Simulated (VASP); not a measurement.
# InSb3 (Pm-3m) in VASP: notebook

InSb3 is run at these levels: PBEsol; tasks: single point.

Program: VASP 6.6.1. These are calculated values, not measurements. Logs are shortened: lines on timing, memory, paths and dates and some standing lists are left out, and cuts for length are marked.

**1. The cell of the first run**

It takes space group Pm-3m (No. 221, cubic). The conventional cell has a = 4.681 Å, b = 4.681 Å, c = 4.681 Å, α = 90.00°, β = 90.00°, γ = 90.00°. In (site symmetry m-3m) has 12 Sb at 3.31 Å within 4.4 Å. Within 4.4 Å of Sb (site symmetry 4/mmm) lie 4 In at 3.31 Å and 8 Sb at 3.31 Å.

**2. Single point, PBEsol**

Input file INCAR:

```
  ALGO = Normal
  EDIFF = 1E-7
  ENCUT = 520
  GGA = PS
  ISIF = 2
  ISMEAR = 0
  LASPH = T
  LCHARG = T
  LELF = T
  LREAL = F
  LVHAR = T
  LWAVE = F
  NBANDS = 22
  NELM = 80
  PREC = Accurate
  SIGMA = 0.15
```

Input file KPOINTS:

```
k-points
0
Gamma
  8 8 8
```

Input file POSCAR:

```
InSb3
1.0
    4.6811776833      0.0000000000      0.0000000000
    0.0000000000      4.6811776833      0.0000000000
    0.0000000000      0.0000000000      4.6811776833
In Sb
1 3
Direct
    0.0000000000      0.0000000000      0.0000000000
    0.5000000000      0.0000000000      0.5000000000
    0.0000000000      0.5000000000      0.5000000000
    0.5000000000      0.5000000000      0.0000000000
```

Potentials or basis: VASP PAW PBE potentials, release 64 (In_d, Sb).

Started as:

```sh
cat potpaw_PBE.64/In_d/POTCAR potpaw_PBE.64/Sb/POTCAR > POTCAR
mpirun -np 1 vasp_std > vasp.out
```

OUTCAR:

```text
EDIFF = 1E-7
   ENCUT = 520
   GGA = PS
   ISIF = 2
   ISMEAR = 0
   LASPH = T
   LREAL = F
   NELM = 80
   PREC = Accurate

 ion  position               nearest neighbor table
   1  0.000  0.000  0.000-   2 3.31   3 3.31   4 3.31   2 3.31   3 3.31   3 3.31   4 3.31   3 3.31
                             2 3.31   4 3.31   2 3.31   4 3.31
   2  0.500  0.000  0.500-   1 3.31   3 3.31   4 3.31   1 3.31   4 3.31   3 3.31   4 3.31   4 3.31
                             1 3.31   3 3.31   1 3.31   3 3.31
   3  0.000  0.500  0.500-   1 3.31   2 3.31   4 3.31   1 3.31   4 3.31   1 3.31   2 3.31   1 3.31
                             2 3.31   4 3.31   4 3.31   2 3.31
   4  0.500  0.500  0.000-   1 3.31   2 3.31   3 3.31   2 3.31   3 3.31   1 3.31   2 3.31   2 3.31
                             1 3.31   3 3.31   3 3.31   1 3.31

  LATTYP: Found a simple cubic cell.
 ALAT       =     4.6811776833

  Lattice vectors:

 A1 = (   4.6811776833,   0.0000000000,   0.0000000000)
 A2 = (   0.0000000000,   4.6811776833,   0.0000000000)
 A3 = (   0.0000000000,   0.0000000000,   4.6811776833)

Analysis of symmetry for initial positions (statically):
=====================================================================
 Subroutine PRICEL returns:
 Original cell was already a primitive cell.

 Routine SETGRP: Setting up the symmetry group for a
 simple cubic supercell.

 Subroutine GETGRP returns: Found 48 space group operations
 (whereof 48 operations were pure point group operations)
 out of a pool of 48 trial point group operations.

The static configuration has the point symmetry O_h .

Analysis of symmetry for dynamics (positions and initial velocities):
=====================================================================
 Subroutine PRICEL returns:
 Original cell was already a primitive cell.

 Routine SETGRP: Setting up the symmetry group for a
 simple cubic supercell.

 Subroutine GETGRP returns: Found 48 space group operations
 (whereof 48 operations were pure point group operations)
 out of a pool of 48 trial point group operations.

The dynamic configuration has the point symmetry O_h .

 Subroutine INISYM returns: Found 48 space group operations
 (whereof 48 operations are pure point group operations),
 and found     1 'primitive' translations

----------------------------------------------------------------------------------------

                                     Primitive cell

  volume of cell :     102.5806

  direct lattice vectors                    reciprocal lattice vectors
     4.681177683  0.000000000  0.000000000     0.213621458  0.000000000  0.000000000
     0.000000000  4.681177683  0.000000000     0.000000000  0.213621458  0.000000000
     0.000000000  0.000000000  4.681177683     0.000000000  0.000000000  0.213621458

  length of vectors
     4.681177683  4.681177683  4.681177683     0.213621458  0.213621458  0.213621458

  position of ions in fractional coordinates (direct lattice)
     0.000000000  0.000000000  0.000000000
     0.500000000  0.000000000  0.500000000
     0.000000000  0.500000000  0.500000000
     0.500000000  0.500000000  0.000000000

  ion indices of the primitive-cell ions
   primitive index   ion index
                 1           1
                 2           2
                 3           3
                 4           4

----------------------------------------------------------------------------------------

 KPOINTS: k-points

Automatic generation of k-mesh.
 Grid dimensions read from file:
 generate k-points for:    8    8    8

 Generating k-lattice:

  Cartesian coordinates                     Fractional coordinates (reciprocal lattice)
     0.026702682  0.000000000  0.000000000     0.125000000  0.000000000  0.000000000
     0.000000000  0.026702682  0.000000000     0.000000000  0.125000000  0.000000000
     0.000000000  0.000000000  0.026702682     0.000000000  0.000000000  0.125000000

  Length of vectors
     0.026702682  0.026702682  0.026702682

  Shift w.r.t. Gamma in fractional coordinates (k-lattice)
     0.000000000  0.000000000  0.000000000

 Subroutine IBZKPT returns following result:
 ===========================================

 Found     35 irreducible k-points:

 Following reciprocal coordinates:
            Coordinates               Weight
  0.000000  0.000000  0.000000      1.000000
  0.125000  0.000000  0.000000      6.000000
  0.250000  0.000000  0.000000      6.000000
  0.375000  0.000000  0.000000      6.000000
  0.500000  0.000000  0.000000      3.000000
  0.125000  0.125000  0.000000     12.000000
[... 16 lines left out ...]
  0.375000  0.375000  0.125000     24.000000
  0.500000  0.375000  0.125000     24.000000
 [... further k-points ...]
   k-points           NKPTS =     35   k-points in BZ     NKDIM =     35   number of bands    NBANDS=     22
   number of dos      NEDOS =    301   number of ions     NIONS =      4
   total plane-waves  NPLWV =  46656
   dimension x,y,z NGX =    36 NGY =   36 NGZ =   36
   dimension x,y,z NGXF=    72 NGYF=   72 NGZF=   72
   ions per type =               1   3
   NGX,Y,Z   is equivalent  to a cutoff of  12.78, 12.78, 12.78 a.u.
   NGXF,Y,Z  is equivalent  to a cutoff of  25.57, 25.57, 25.57 a.u.
 SYSTEM =  unknown system
   PREC   = accura    normal or accurate (medium, high low for compatibility)
   ISTART =      0    job   : 0-new  1-cont  2-samecut
   ICHARG =      2    charge: 1-file 2-atom 10-const
   ISPIN  =      1    spin polarized calculation?
   LNONCOLLINEAR =      F non collinear calculations
   LSORBIT =      F    spin-orbit coupling
   LASPH  =      T    aspherical Exc in radial PAW
   ENCUT  =  520.0 eV  38.22 Ry    6.18 a.u.   8.70  8.70  8.70*2*pi/ulx,y,z
   NELM   =     80;   NELMIN=  2; NELMDL= -5     # of ELM steps
   EDIFF  = 0.1E-06   stopping-criterion for ELM
   LREAL  =      F    real-space projection
   EDIFFG = 0.1E-05   stopping-criterion for IOM
   NSW    =      0    number of steps for IOM
   IBRION =     -1    ionic relax: 0-MD 1-quasi-New 2-CG
   NFREE  =      0    steps in history (QN), initial steepest desc. (CG)
   ISIF   =      2    stress and relaxation
   ISYM   =      2    0-nonsym 1-usesym 2-fastsym
   POTIM  = 0.5000    time-step for ionic-motion
   TEBEG  =    0.0;   TEEND  =   0.0 temperature during run
   PSTRESS=    0.0 pullay stress
   NELECT =      28.0000    total number of electrons
   NUPDOWN=      -1.0000    fix difference up-down
   EMIN   =  10.00;   EMAX   =-10.00  energy-range for DOS
   EFERMI =   0.00;   METHOD = LEGACY
   ISMEAR =     0;   SIGMA  =   0.15  broadening in eV -4-tet -1-fermi 0-gaus
   EFERMI_NEDOS =   21; number of points for ismear=-14 and -15
   IALGO  =     38    algorithm
   IMIX   =      4    mixing-type and parameters
     AMIX     =   0.40;   BMIX     =  1.00
     AMIX_MAG =   1.60;   BMIX_MAG =  1.00
  volume/ion in A,a.u.               =      25.65       173.06
  Fermi-wavevector in a.u.,A,eV,Ry     =   1.061954  2.006802 15.343921  1.127746
  Thomas-Fermi vector in A             =   2.197388
   LORBIT       =      0    0 simple, 1 ext, 2 COOP (PROOUT), +10 PAW based schemes
   GGA     = PS    functional components
   LHFCALC =     F    Hartree Fock is set to
   AEXX    =    0.0000 exact exchange contribution
   IVDW    =     0    specifies the selected vdW correction
   LEPSILON=     F    determine dielectric tensor
   LRPA    =     F    only Hartree local field effects (RPA)
 non-spin polarized calculation
 Gauss-broadening in eV      SIGMA  =   0.15
  energy-cutoff  :      520.00
  volume of cell :      102.58
 maximum number of plane-waves:      2800
 NGX is ok and might be reduce to    36
   NGX = 17   NGY = 17   NGZ = 17

 number of electron      27.9999994 magnetization

 Free energy of the ion-electron system (eV)
  ---------------------------------------------------
  ext. energy  EPLUGINS =         0.00000000
  ---------------------------------------------------
  free energy    TOTEN  =       -16.04799000 eV

  energy without entropy =      -16.02560688  energy(sigma->0) =      -16.03679844

 E-fermi :   8.6881     XC(G=0): -10.5306

 val. band max:        8.6774942346   @ k =   0.3750   0.1250   0.0000
 cond. band min:       8.7024050598   @ k =   0.2500   0.1250   0.0000
 fundamental gap:      0.0249108253
 Fermi energy:         8.6881039194

 k-point     1 :       0.0000    0.0000    0.0000
  band No.  band energies     occupation
      1      -5.8296      2.00000
      2      -5.8296      2.00000
      3      -5.8055      2.00000
      4      -5.8055      2.00000
      5      -5.8055      2.00000
      6      -4.0816      2.00000
[... 14 lines left out ...]
     21      13.8070      0.00000
     22      13.9000      0.00000

 k-point     2 :       0.1250    0.0000    0.0000
  band No.  band energies     occupation
      1      -5.8283      2.00000
      2      -5.8263      2.00000
      3      -5.8080      2.00000
      4      -5.8080      2.00000
      5      -5.8055      2.00000
      6      -3.9783      2.00000
[... 14 lines left out ...]
     21      14.1475      0.00000
     22      14.4886      0.00000

 k-point     3 :       0.2500    0.0000    0.0000
  band No.  band energies     occupation
      1      -5.8254      2.00000
      2      -5.8188      2.00000
      3      -5.8141      2.00000
      4      -5.8141      2.00000
      5      -5.8053      2.00000
      6      -3.6721      2.00000
[... 14 lines left out ...]
     21      14.3329      0.00000
     22      14.3329      0.00000

 k-point     4 :       0.3750    0.0000    0.0000
  band No.  band energies     occupation
      1      -5.8225      2.00000
      2      -5.8201      2.00000
      3      -5.8201      2.00000
      4      -5.8114      2.00000
      5      -5.8052      2.00000
      6      -3.1890      2.00000
[... 14 lines left out ...]
     21      13.3571      0.00000
     22      14.5356      0.00000

 k-point     5 :       0.5000    0.0000    0.0000
  band No.  band energies     occupation
      1      -5.8225      2.00000
      2      -5.8225      2.00000
      3      -5.8213      2.00000
      4      -5.8085      2.00000
      5      -5.8051      2.00000
      6      -2.7835      2.00000
[... 14 lines left out ...]
     21      12.8796      0.00000
     22      14.7820      0.00000

 k-point     6 :       0.1250    0.1250    0.0000
  band No.  band energies     occupation
      1      -5.8263      2.00000
      2      -5.8239      2.00000
      3      -5.8111      2.00000
      4      -5.8081      2.00000
      5      -5.8077      2.00000
      6      -3.8746      2.00000
[... 14 lines left out ...]
     21      14.3112      0.00000
     22      14.5518      0.00000

 k-point     7 :       0.2500    0.1250    0.0000
  band No.  band energies     occupation
      1      -5.8234      2.00000
      2      -5.8182      2.00000
      3      -5.8163      2.00000
      4      -5.8139      2.00000
      5      -5.8077      2.00000
      6      -3.5677      2.00000
[... 324 lines left out ...]
      6      -3.1555      2.00000
[... 14 lines left out ...]
     21      14.5315      0.00000
     22      14.9240      0.00000

 k-point    21 :       0.3750    0.2500    0.1250
  band No.  band energies     occupation
      1      -5.8389      2.00000
      2      -5.8244      2.00000
      3      -5.8172      2.00000
      4      -5.8117      2.00000
      5      -5.8000      2.00000
      6      -2.6709      2.00000
[... 14 lines left out ...]
     21      14.6733      0.00000
     22      15.5698      0.00000

 k-point    22 :       0.5000    0.2500    0.1250
  band No.  band energies     occupation
      1      -5.8429      2.00000
      2      -5.8271      2.00000
      3      -5.8169      2.00000
      4      -5.8107      2.00000
      5      -5.7966      2.00000
      6      -2.2506      2.00000
[... 14 lines left out ...]
     21      13.5466      0.00000
     22      16.1273      0.00000

 k-point    23 :       0.3750    0.3750    0.1250
  band No.  band energies     occupation
      1      -5.8514      2.00000
      2      -5.8239      2.00000
      3      -5.8232      2.00000
      4      -5.8083      2.00000
      5      -5.7920      2.00000
      6      -2.1862      2.00000
[... 14 lines left out ...]
     21      14.9571      0.00000
     22      15.3958      0.00000

 k-point    24 :       0.5000    0.3750    0.1250
  band No.  band energies     occupation
      1      -5.8564      2.00000
      2      -5.8262      2.00000
      3      -5.8232      2.00000
      4      -5.8072      2.00000
      5      -5.7885      2.00000
      6      -1.7423      2.00000
[... 14 lines left out ...]
     21      14.0281      0.00000
     22      16.4115      0.00000

 [... further k-points ...]

------------------------ aborting loop because EDIFF is reached ----------------------------------------

  FORCE on cell =-STRESS in cart. coord.  units (eV):
  Direction    XX          YY          ZZ          XY          YZ          ZX
  --------------------------------------------------------------------------------------
  -------------------------------------------------------------------------------------
  Total        1.2567245      1.2567245      1.2567245     -0.0000000      0.0000000     -0.0000000
  in kB       19.6284176     19.6284176     19.6284176     -0.0000000      0.0000000     -0.0000000
  external PRESSURE =      19.6284176 kB  Pullay stress =       0.0000000 kB

 VOLUME and BASIS-vectors are now :
 -----------------------------------------------------------------------------
  energy-cutoff  :      520.00
  volume of cell :      102.58
      direct lattice vectors                 reciprocal lattice vectors
     4.681177683  0.000000000  0.000000000     0.213621458  0.000000000  0.000000000
     0.000000000  4.681177683  0.000000000     0.000000000  0.213621458  0.000000000
     0.000000000  0.000000000  4.681177683     0.000000000  0.000000000  0.213621458

 POSITION                                       TOTAL-FORCE (eV/Angst)
 -----------------------------------------------------------------------------------
      0.00000      0.00000      0.00000         0.000000      0.000000      0.000000
      2.34059      0.00000      2.34059         0.000000      0.000000      0.000000
      0.00000      2.34059      2.34059         0.000000      0.000000      0.000000
      2.34059      2.34059      0.00000         0.000000      0.000000      0.000000
 -----------------------------------------------------------------------------------
    total drift:                               -0.000000     -0.000000     -0.000000

  FREE ENERGIE OF THE ION-ELECTRON SYSTEM (eV)
  ---------------------------------------------------
  free  energy   TOTEN  =       -16.0479900002 eV

  energy  without entropy=      -16.0256068827  energy(sigma->0) =      -16.03679844
```

It took 84 s on 1 thread of Intel Xeon 8259CL, shared host; peak memory 0.25 GiB.

What came out:

- Free energy: -16.0480 eV
- Pressure: 2.0 GPa
- Band gap on the k mesh: zero (bands 14 and 15 overlap by 5.10 eV)

Caveat: the PAW data sets were made with another functional, which shifts forces and pressure a little; spin-orbit coupling is left out, which moves the levels of the heavy elements.

[end of part 1 of 2]
